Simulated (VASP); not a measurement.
Hg4Pt, 5 atoms in the cell. The structure is cubic, space group Im-3m (No. 229). Conventional cell: a = 6.282 Å, b = 6.282 Å, c = 6.282 Å, α = 90.00°, β = 90.00°, γ = 90.00°. Hg (site symmetry -3m) has 2 Pt at 2.72 Å and 6 Hg at 3.14 Å within 3.6 Å. Within 3.6 Å of Pt (site symmetry m-3m) lie 8 Hg at 2.72 Å. 

- Program: VASP 6.6.1
- Task: single point
- Functional: PBEsol
- Potentials or basis: VASP PAW PBE potentials, release 64 (Hg, Pt)
- Cutoff: 520 eV
- k mesh: 5 × 5 × 5
- Occupations: fermi-dirac, width 0.05 eV
- Spin: no spin polarisation
- Dipole correction: no
- Further INCAR settings: ALGO = Normal; EDIFF = 1e-06; NBANDS = 37

Potentials or basis: VASP PAW PBE potentials, release 64 (Hg, Pt).

Command:

```console
$ cat potpaw_PBE.64/Hg/POTCAR potpaw_PBE.64/Pt/POTCAR > POTCAR
$ mpirun -np 1 vasp_std > vasp.out
```

Hardware: 1 thread of AMD EPYC 7R13 (shared host).

Problem. Estimate the wall time of this run.

Solution. Wall time 55 s on 1 thread of AMD EPYC 7R13, with other jobs on the host, peak memory 0.22 GiB. Counts: scf iterations 12, k points 10.
